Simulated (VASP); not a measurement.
# Cr (Im-3m) in VASP: notebook, part 2 of 2

VASP 6.6.1. Earlier steps stand in the parts before.

## 3. Single point, PBE, collinear spin, antiferromagnetic start

File INCAR:

```
SYSTEM = Cr
PREC = Accurate ; ENCUT = 520
EDIFF = 1E-6 ; ISMEAR = 0
SIGMA = 0.05 ; LREAL = .False.
LASPH = .True. ; NELM = 150
ALGO = Fast ; ISIF = 2
LWAVE = .False. ; LCHARG = .False.
ISPIN = 2 ; MAGMOM = 2 -2
LORBIT = 11 ; LMAXMIX = 4
GGA = PE ; NBANDS = 23
```

File KPOINTS:

```
regular mesh
0
Gamma
  12 12 12
  0 0 0
```

File POSCAR:

```
Cr
1.0
    2.8482214452      0.0000000000      0.0000000000
    0.0000000000      2.8482214452      0.0000000000
    0.0000000000      0.0000000000      2.8482214452
Cr
2
Direct
    0.0000000000      0.0000000000      0.0000000000
    0.5000000000      0.5000000000      0.5000000000
```

Potentials or basis: VASP PAW PBE potentials, release 64 (Cr_pv).

On the command line:

```bash
$ cat potpaw_PBE.64/Cr_pv/POTCAR > POTCAR
$ mpirun -np 1 vasp_std > vasp.out
```

OUTCAR:

```text
SYSTEM = Cr
   PREC = Accurate
   ENCUT = 520
   EDIFF = 1E-6
   ISMEAR = 0
   LREAL = .False.
   LASPH = .True.
   NELM = 150
   ISIF = 2
   ISPIN = 2
   LORBIT = 11
   GGA = PE

 ion  position               nearest neighbor table
   1  0.000  0.000  0.000-   2 2.47   2 2.47   2 2.47   2 2.47   2 2.47   2 2.47   2 2.47   2 2.47

   2  0.500  0.500  0.500-   1 2.47   1 2.47   1 2.47   1 2.47   1 2.47   1 2.47   1 2.47   1 2.47

  LATTYP: Found a simple cubic cell.
 ALAT       =     2.8482214452

  Lattice vectors:

 A1 = (   2.8482214452,   0.0000000000,   0.0000000000)
 A2 = (   0.0000000000,   2.8482214452,   0.0000000000)
 A3 = (   0.0000000000,   0.0000000000,   2.8482214452)

Analysis of symmetry for initial positions (statically):
=====================================================================
 Subroutine PRICEL returns following result:

  LATTYP: Found a body centered cubic cell.
 ALAT       =     2.8482214452
[... 12 lines left out ...]
 Subroutine GETGRP returns: Found 48 space group operations
 (whereof 48 operations were pure point group operations)
 out of a pool of 48 trial point group operations.

The static configuration has the point symmetry O_h .

Analysis of symmetry for dynamics (positions and initial velocities):
=====================================================================
 Subroutine PRICEL returns following result:

  LATTYP: Found a body centered cubic cell.
 ALAT       =     2.8482214452
[... 12 lines left out ...]
 Subroutine GETGRP returns: Found 48 space group operations
 (whereof 48 operations were pure point group operations)
 out of a pool of 48 trial point group operations.

The dynamic configuration has the point symmetry O_h .

Analysis of structural, dynamic, and magnetic symmetry:
=====================================================================
 Subroutine PRICEL returns following result:

  LATTYP: Found a body centered cubic cell.
 ALAT       =     2.8482214452
[... 12 lines left out ...]
 Subroutine GETGRP returns: Found 48 space group operations
 (whereof 48 operations were pure point group operations)
[... 141 lines left out ...]

 number of electron      23.9999986 magnetization      -0.0000000

 Free energy of the ion-electron system (eV)
  ---------------------------------------------------
  ext. energy  EPLUGINS =         0.00000000
  ---------------------------------------------------
  free energy    TOTEN  =       -19.05774509 eV

  energy without entropy =      -19.05674770  energy(sigma->0) =      -19.05724639

 E-fermi :  10.9651     XC(G=0): -13.6577

 val. band max:       10.9424320567   @ k =   0.4167   0.4167   0.0833
 cond. band min:      10.9686016326   @ k =   0.5000   0.4167   0.0833
 fundamental gap:      0.0261695759
 Fermi energy:        10.9651380006

 spin component 1

 k-point     1 :       0.0000    0.0000    0.0000
  band No.  band energies     occupation
      1     -32.5636      1.00000
      2     -32.5636      1.00000
      3     -32.5636      1.00000
      4     -31.3917      1.00000
      5     -31.3917      1.00000
      6     -31.3917      1.00000
[... 613 lines left out ...]
     22      23.3672      0.00000
     23      28.4926      0.00000

 [... further k-points ...]

 spin component 2

 k-point     1 :       0.0000    0.0000    0.0000
  band No.  band energies     occupation
      1     -32.5636      1.00000
      2     -32.5636      1.00000
      3     -32.5636      1.00000
      4     -31.3917      1.00000
      5     -31.3917      1.00000
      6     -31.3917      1.00000
[... 613 lines left out ...]
     22      23.3672      0.00000
     23      28.4933      0.00000

 [... further k-points ...]
[... 5 lines left out ...]
  --------------------------------------------------------------------------------------
  -------------------------------------------------------------------------------------
  Total        0.5005184      0.5005184      0.5005184      0.0000000      0.0000000      0.0000000
  in kB       34.7063838     34.7063838     34.7063838      0.0000000      0.0000000      0.0000000
  external PRESSURE =      34.7063838 kB  Pullay stress =       0.0000000 kB

 VOLUME and BASIS-vectors are now :
 -----------------------------------------------------------------------------
  energy-cutoff  :      520.00
  volume of cell :       23.11
      direct lattice vectors                 reciprocal lattice vectors
     2.848221445  0.000000000  0.000000000     0.351096296  0.000000000  0.000000000
     0.000000000  2.848221445  0.000000000     0.000000000  0.351096296  0.000000000
     0.000000000  0.000000000  2.848221445     0.000000000  0.000000000  0.351096296

 POSITION                                       TOTAL-FORCE (eV/Angst)
 -----------------------------------------------------------------------------------
      0.00000      0.00000      0.00000         0.000000      0.000000      0.000000
      1.42411      1.42411      1.42411        -0.000000     -0.000000     -0.000000
 -----------------------------------------------------------------------------------
    total drift:                                0.000000      0.000000     -0.000000

  FREE ENERGIE OF THE ION-ELECTRON SYSTEM (eV)
  ---------------------------------------------------
  free  energy   TOTEN  =       -19.0577450875 eV

  energy  without entropy=      -19.0567476979  energy(sigma->0) =      -19.05724639

 total charge

# of ion       s       p       d       tot
------------------------------------------
    1        0.440   6.404   4.216  11.060
    2        0.440   6.404   4.216  11.060
--------------------------------------------------
tot          0.881  12.807   8.433  22.121

 magnetization (x)

# of ion       s       p       d       tot
------------------------------------------
    1        0.012   0.007   0.968   0.987
    2       -0.012  -0.007  -0.968  -0.987
--------------------------------------------------
tot          0.000   0.000   0.000   0.000
```

OSZICAR:

```text
N       E                     dE             d eps       ncg     rms          rms(c)
DAV:   1     0.241786030255E+03    0.24179E+03   -0.13202E+04  7736   0.128E+03
DAV:   2    -0.138524218681E+02   -0.25564E+03   -0.24596E+03  7847   0.379E+02
DAV:   3    -0.217867061345E+02   -0.79343E+01   -0.78810E+01  9555   0.790E+01
DAV:   4    -0.218544134349E+02   -0.67707E-01   -0.67639E-01  8594   0.734E+00
DAV:   5    -0.218552897829E+02   -0.87635E-03   -0.87606E-03  8540   0.788E-01    0.195E+01
RMM:   6    -0.190101400212E+02    0.28451E+01   -0.82975E+00  8074   0.249E+01    0.616E+00
RMM:   7    -0.190654128696E+02   -0.55273E-01   -0.33929E-01  8381   0.486E+00    0.382E+00
RMM:   8    -0.190672111939E+02   -0.17983E-02   -0.24551E-02  8898   0.146E+00    0.107E+00
RMM:   9    -0.190570959535E+02    0.10115E-01   -0.66620E-03  8979   0.812E-01    0.398E-01
RMM:  10    -0.190577231695E+02   -0.62722E-03   -0.21123E-03  8876   0.448E-01    0.718E-02
RMM:  11    -0.190577511529E+02   -0.27983E-04   -0.21493E-04  9255   0.160E-01    0.354E-02
RMM:  12    -0.190577474390E+02    0.37140E-05   -0.33828E-05  9513   0.627E-02    0.129E-02
RMM:  13    -0.190577451655E+02    0.22735E-05   -0.59556E-06  7474   0.246E-02    0.605E-03
RMM:  14    -0.190577450875E+02    0.77941E-07   -0.10592E-06  5487   0.100E-02
   1 F= -.19057745E+02 E0= -.19057246E+02  d E =-.997390E-03  mag=    -0.0000
```

stdout:

```text
POSCAR found type information on POSCAR Cr
 POSCAR found :  1 types and       2 ions
 scaLAPACK will be used
 LDA part: xc-table for (Slater+PW92), standard interpolation
 POSCAR, INCAR and KPOINTS ok, starting setup
 FFT: planning ... GRIDC
 FFT: planning ... GRID_SOFT
 FFT: planning ... GRID
 WAVECAR not read
 entering main loop
```

Wall time 34 s (1 thread of Intel Xeon 6975P-C (Granite Rapids), shared host); peak memory 0.18 GiB.

Results:

| Quantity | Value |
| --- | --- |
| Free energy | -19.0577 eV |
| Pressure | 3.5 GPa |
| Band gap on the k mesh | zero (filled and empty bands overlap) |
| Net moment | 0.00 μB per cell |
| Site moments | Cr +0.99, -0.99 μB |
| Valence electrons inside the program's atomic spheres | Cr 11.06 |

Caveat: the cell stands under pressure.

## 4. Single point, PBE, collinear spin (11.55 Å³/atom)

File INCAR:

```
  PREC = Accurate
  ENCUT = 520
  EDIFF = 1E-7
  ISMEAR = 0
  SIGMA = 0.05
  LREAL = False
  LASPH = True
  NELM = 150
  ALGO = Normal
  ISIF = 2
  LWAVE = False
  LCHARG = False
  ISPIN = 2
  MAGMOM = 0.05
  LORBIT = 11
  LMAXMIX = 4
  GGA = PE
  NBANDS = 16
```

File KPOINTS:

```
Automatic mesh
0
Gamma
  22 22 22
```

File POSCAR:

```
Cr
1.0
   -1.4241107226      1.4241107226      1.4241107226
    1.4241107226     -1.4241107226      1.4241107226
    1.4241107226      1.4241107226     -1.4241107226
Cr
1
Direct
    0.0000000000      0.0000000000      0.0000000000
```

On the command line:

```bash
$ cat potpaw_PBE.64/Cr_pv/POTCAR > POTCAR
$ mpirun -np 1 vasp_std > vasp.out
```

Run time: 44 s. Hardware: 1 thread of Intel Xeon 6975P-C (Granite Rapids), shared host; peak memory 0.19 GiB.

Results (log left out):

- Free energy: -9.5146 eV
- Pressure: -0.5 GPa
- Band gap on the k mesh: zero (filled and empty bands overlap)
- Net moment: 0.00 μB per cell
- Valence electrons inside the program's atomic spheres: Cr 11.06

Levels at points of the mesh, in eV from the Fermi level:
Spin up:
```tsv
k point	band 3	band 4	band 5	band 6	band 7	band 8	band 9	band 10
(0.00, 0.00, 0.00)	-42.73	-7.86	-0.92	-0.92	-0.92	1.14	1.14	7.10
(0.50, 0.00, 0.00)	-42.74	-4.43	-2.46	1.11	1.13	1.48	2.83	7.09
(0.50, 0.50, 0.50)	-43.36	-4.31	-4.31	2.44	2.44	2.44	7.09	10.60
```
Spin down:
| k point | band 2 | band 3 | band 4 | band 5 | band 6 | band 7 | band 8 | band 9 | band 10 | band 11 |
| --- | --- | --- | --- | --- | --- | --- | --- | --- | --- | --- |
| (0.00, 0.00, 0.00) | -42.73 | -42.73 | -7.86 | -0.92 | -0.92 | -0.92 | 1.14 | 1.14 | 7.10 | 22.30 |
| (0.50, 0.00, 0.00) | -43.02 | -42.74 | -4.43 | -2.46 | 1.11 | 1.13 | 1.48 | 2.83 | 7.09 | 9.91 |
| (0.50, 0.50, 0.50) | -43.36 | -43.36 | -4.31 | -4.31 | 2.44 | 2.44 | 2.44 | 7.09 | 10.60 | 10.60 |
